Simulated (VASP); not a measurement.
# CrSiB3 (P-6m2) in VASP: further runs

The runs below take CrSiB3 through single point, relaxation of cell and atoms, with PBE.

All numbers are computed with VASP 6.6.1; they aren't measurements. Logs are shortened: lines on timing, memory, paths and dates and some standing lists are left out, and cuts for length are marked.

## (1) The cell of the first run

Symmetry: P-6m2, No. 187, hexagonal system. Conventional cell: a = 3.666 Å, b = 3.666 Å, c = 4.520 Å, α = 90.00°, β = 90.00°, γ = 120.00°. Cr (site symmetry -6m2) has 3 Si at 2.12 Å and 5 B at 2.12 to 2.26 Å within 2.8 Å. Within 2.8 Å of Si (site symmetry -6m2) lie 3 Cr at 2.12 Å and 3 B at 2.12 Å. Within 2.8 Å of B (site symmetry -6m2) lie 3 B at 2.12 Å and 2 Cr at 2.26 Å. Within 2.8 Å of B (site symmetry -6m2) lie 3 Si at 2.12 Å and 3 Cr at 2.12 Å and 2 B at 2.26 Å. B (site symmetry -6m2) has 5 B at 2.12 to 2.26 Å within 2.8 Å.

The cell was built from a structure type or drawn by symmetry, and may not be a known phase.

## (2) Single point, PBE, collinear spin, ferromagnetic start

INCAR

```
SYSTEM = CrSiB3
  PREC = Accurate
  ENCUT = 520
  EDIFF = 1E-7
  ISMEAR = 0
  SIGMA = 0.1
  LREAL = .False.
  LASPH = .True.
  NELM = 150
  ALGO = Normal
  ISIF = 2
  LWAVE = .False.
  LCHARG = .True.
  ISPIN = 2
  MAGMOM = 3 0 0 0 0
  LORBIT = 11
  LMAXMIX = 4
  GGA = PE
  LELF = .True.
  LVHAR = .True.
  NBANDS = 24
```

KPOINTS

```
regular mesh
0
Gamma
  6 6 4
  0 0 0
```

POSCAR

```
CrSiB3
1.0
    3.6660212900      0.0000000000      0.0000000000
   -1.8330106400      3.1748675600      0.0000000000
    0.0000000000      0.0000000000      4.5200203600
Cr Si B
1 1 3
Direct
    0.3333333300      0.6666666700      0.0000000000
    0.6666666700      0.3333333300      0.0000000000
    0.3333333300      0.6666666700      0.5000000000
    0.0000000000      0.0000000000      0.0000000000
    0.0000000000      0.0000000000      0.5000000000
```

Potentials or basis: VASP PAW PBE potentials, release 64 (Cr_pv, Si, B).

Run with:

```bash
$ cat potpaw_PBE.64/Cr_pv/POTCAR potpaw_PBE.64/Si/POTCAR potpaw_PBE.64/B/POTCAR > POTCAR
$ mpirun -np 1 vasp_std > vasp.out
```

OUTCAR:

```text
SYSTEM = CrSiB3
   PREC = Accurate
   ENCUT = 520
   EDIFF = 1E-7
   ISMEAR = 0
   LREAL = .False.
   LASPH = .True.
   NELM = 150
   ISIF = 2
   ISPIN = 2
   LORBIT = 11
   GGA = PE

 ion  position               nearest neighbor table
   1  0.333  0.667  0.000-   2 2.12   4 2.12   2 2.12   4 2.12   4 2.12   2 2.12   3 2.26   3 2.26

   2  0.667  0.333  0.000-   1 2.12   4 2.12   1 2.12   4 2.12   4 2.12   1 2.12
   3  0.333  0.667  0.500-   5 2.12   5 2.12   5 2.12   1 2.26   1 2.26
   4  0.000  0.000  0.000-   1 2.12   2 2.12   1 2.12   2 2.12   2 2.12   1 2.12
   5  0.000  0.000  0.500-   3 2.12   3 2.12   3 2.12

  LATTYP: Found a hexagonal cell.
 ALAT       =     3.6660212900
 C/A-ratio  =     1.2329498392

  Lattice vectors:

 A1 = (   3.6660212900,   0.0000000000,   0.0000000000)
 A2 = (  -1.8330106400,   3.1748675600,   0.0000000000)
 A3 = (   0.0000000000,   0.0000000000,   4.5200203600)

Analysis of symmetry for initial positions (statically):
=====================================================================
 Subroutine PRICEL returns:
 Original cell was already a primitive cell.

 Routine SETGRP: Setting up the symmetry group for a
 hexagonal supercell.

 Subroutine GETGRP returns: Found 12 space group operations
 (whereof 12 operations were pure point group operations)
 out of a pool of 24 trial point group operations.

The static configuration has the point symmetry D_3h.

Analysis of symmetry for dynamics (positions and initial velocities):
=====================================================================
 Subroutine PRICEL returns:
 Original cell was already a primitive cell.

 Routine SETGRP: Setting up the symmetry group for a
 hexagonal supercell.

 Subroutine GETGRP returns: Found 12 space group operations
 (whereof 12 operations were pure point group operations)
 out of a pool of 24 trial point group operations.

The dynamic configuration has the point symmetry D_3h.

Analysis of structural, dynamic, and magnetic symmetry:
=====================================================================
 Subroutine PRICEL returns:
 Original cell was already a primitive cell.

 Routine SETGRP: Setting up the symmetry group for a
 hexagonal supercell.

 Subroutine GETGRP returns: Found 12 space group operations
 (whereof 12 operations were pure point group operations)
[... 131 lines left out ...]
   AEXX    =    0.0000 exact exchange contribution
   IVDW    =     0    specifies the selected vdW correction
   LEPSILON=     F    determine dielectric tensor
   LRPA    =     F    only Hartree local field effects (RPA)
 spin polarized calculation
 Gauss-broadening in eV      SIGMA  =   0.10
  energy-cutoff  :      520.00
  volume of cell :       52.61
 maximum number of plane-waves:      1461
 NGX is ok and might be reduce to    28
   NGX = 13   NGY = 13   NGZ = 17

 number of electron      25.0000004 magnetization       0.0006066

 Free energy of the ion-electron system (eV)
  ---------------------------------------------------
  ext. energy  EPLUGINS =         0.00000000
  ---------------------------------------------------
  free energy    TOTEN  =       -28.97337257 eV

  energy without entropy =      -28.95665309  energy(sigma->0) =      -28.96501283

 E-fermi :   7.3272     XC(G=0): -11.5282

 val. band max:        7.3231870817   @ k =   0.3333   0.3333   0.2500
 cond. band min:       7.3869473940   @ k =   0.1667   0.1667   0.5000
 fundamental gap:      0.0637603122
 Fermi energy:         7.3272088900

 spin component 1

 k-point     1 :       0.0000    0.0000    0.0000
  band No.  band energies     occupation
      1     -35.0204      1.00000
      2     -34.9131      1.00000
      3     -34.9131      1.00000
      4      -5.7279      1.00000
      5      -0.3954      1.00000
      6       1.4595      1.00000
[... 556 lines left out ...]
     23      16.2662      0.00000
     24      17.2537      0.00000
 Fermi energy:         7.3272088900

 spin component 2

 k-point     1 :       0.0000    0.0000    0.0000
  band No.  band energies     occupation
      1     -35.0198      1.00000
      2     -34.9125      1.00000
      3     -34.9125      1.00000
      4      -5.7278      1.00000
      5      -0.3954      1.00000
      6       1.4595      1.00000
[... 556 lines left out ...]
     23      16.2664      0.00000
     24      17.2539      0.00000

------------------------ aborting loop because EDIFF is reached ----------------------------------------

  FORCE on cell =-STRESS in cart. coord.  units (eV):
  Direction    XX          YY          ZZ          XY          YZ          ZX
  --------------------------------------------------------------------------------------
  -------------------------------------------------------------------------------------
  Total        3.2987534      3.2987534     -2.3113196      0.0000000      0.0000000     -0.0000000
  in kB      100.4614523    100.4614518    -70.3897789      0.0000002      0.0000000     -0.0000000
  external PRESSURE =      43.5110417 kB  Pullay stress =       0.0000000 kB

 VOLUME and BASIS-vectors are now :
 -----------------------------------------------------------------------------
  energy-cutoff  :      520.00
  volume of cell :       52.61
      direct lattice vectors                 reciprocal lattice vectors
     3.666021290  0.000000000  0.000000000     0.272775284  0.157486884  0.000000000
    -1.833010640  3.174867560  0.000000000     0.000000000  0.314973769  0.000000000
     0.000000000  0.000000000  4.520020360     0.000000000  0.000000000  0.221237942

 POSITION                                       TOTAL-FORCE (eV/Angst)
 -----------------------------------------------------------------------------------
     -0.00000      2.11658      0.00000        -0.000000      0.000000      0.000000
      1.83301      1.05829      0.00000        -0.000000      0.000000      0.000000
     -0.00000      2.11658      2.26001        -0.000000     -0.000000      0.000000
      0.00000      0.00000      0.00000        -0.000000      0.000000      0.000000
      0.00000      0.00000      2.26001         0.000000      0.000000      0.000000
 -----------------------------------------------------------------------------------
    total drift:                                0.000014     -0.000008     -0.000000

  FREE ENERGIE OF THE ION-ELECTRON SYSTEM (eV)
  ---------------------------------------------------
  free  energy   TOTEN  =       -28.9733725748 eV

  energy  without entropy=      -28.9566530850  energy(sigma->0) =      -28.96501283

 total charge

# of ion       s       p       d       tot
------------------------------------------
    1        0.433   6.463   4.741  11.638
    2        0.792   0.970   0.000   1.762
    3        0.653   0.926   0.000   1.580
    4        0.692   1.113   0.000   1.805
    5        0.733   0.731   0.000   1.464
--------------------------------------------------
tot          3.304  10.203   4.741  18.248

 magnetization (x)

# of ion       s       p       d       tot
------------------------------------------
    1        0.000   0.000   0.000   0.000
    2       -0.000   0.000   0.000   0.000
    3       -0.000  -0.000   0.000  -0.000
    4       -0.000   0.000   0.000   0.000
    5        0.000   0.000   0.000   0.000
--------------------------------------------------
tot          0.000   0.000   0.000   0.001
```

OSZICAR:

```text
N       E                     dE             d eps       ncg     rms          rms(c)
DAV:   1     0.162337012791E+03    0.16234E+03   -0.12703E+04  2024   0.102E+03
DAV:   2    -0.233904250912E+02   -0.18573E+03   -0.17782E+03  2312   0.282E+02
DAV:   3    -0.305720434153E+02   -0.71816E+01   -0.70815E+01  2512   0.574E+01
[... 13 lines left out ...]
DAV:  17    -0.289733598173E+02   -0.38142E-04   -0.33116E-04  2728   0.727E-02    0.132E-02
DAV:  18    -0.289733706570E+02   -0.10840E-04   -0.20784E-04  2712   0.573E-02    0.480E-03
DAV:  19    -0.289733723245E+02   -0.16675E-05   -0.64342E-06  2160   0.184E-02    0.538E-03
DAV:  20    -0.289733724980E+02   -0.17358E-06   -0.57071E-07  2536   0.351E-03    0.324E-03
DAV:  21    -0.289733725748E+02   -0.76739E-07   -0.46366E-07  1544   0.307E-03
   1 F= -.28973373E+02 E0= -.28965013E+02  d E =-.167195E-01  mag=     0.0003
```

stdout:

```text
POSCAR found type information on POSCAR CrSiB
 POSCAR found :  3 types and       5 ions
 scaLAPACK will be used
 LDA part: xc-table for (Slater+PW92), standard interpolation
 POSCAR, INCAR and KPOINTS ok, starting setup
 FFT: planning ... GRIDC
 FFT: planning ... GRID_SOFT
 FFT: planning ... GRID
 WAVECAR not read
 entering main loop
```

It took 36 s on 1 thread of Intel Xeon 6975P-C (Granite Rapids), shared host; peak memory 0.2 GiB.

Results:

* Free energy: -28.9734 eV
* Pressure: 4.4 GPa
* Net moment: 0.00 μB per cell
* Valence electrons inside the program's atomic spheres: Cr 11.64; Si 1.76; B 1.58, 1.80, 1.46

Levels at points of the mesh, in eV from the Fermi level:
Spin up:
| k point | band 11 | band 12 | band 13 | band 14 | band 15 | band 16 |
| --- | --- | --- | --- | --- | --- | --- |
| (0.00, 0.00, 0.00) | -0.09 | -0.01 | -0.01 | 1.73 | 3.11 | 3.46 |
| (0.50, 0.00, 0.00) | -1.71 | -1.03 | -0.43 | -0.36 | 1.51 | 1.74 |
| (0.00, 0.00, 0.50) | 0.09 | 0.93 | 1.21 | 1.21 | 2.23 | 2.74 |
| (0.50, 0.00, 0.50) | -1.75 | -0.99 | -0.60 | 0.91 | 1.22 | 2.81 |
Spin down:
```csv
k point,band 9,band 10,band 11,band 12,band 13,band 14,band 15,band 16,band 17,band 18
"(0.00, 0.00, 0.00)",-0.60,-0.60,-0.09,-0.01,-0.01,1.73,3.11,3.46,3.46,4.54
"(0.50, 0.00, 0.00)",-4.14,-1.88,-1.71,-1.03,-0.43,-0.36,1.51,1.74,3.23,3.89
"(0.00, 0.00, 0.50)",-1.46,-1.46,0.09,0.93,1.21,1.21,2.23,2.74,2.74,4.64
"(0.50, 0.00, 0.50)",-2.84,-2.43,-1.75,-0.99,-0.60,0.91,1.22,2.81,4.32,5.24
```

Caveat: the cell stands under pressure.

(Continued in part 2 of 2.)
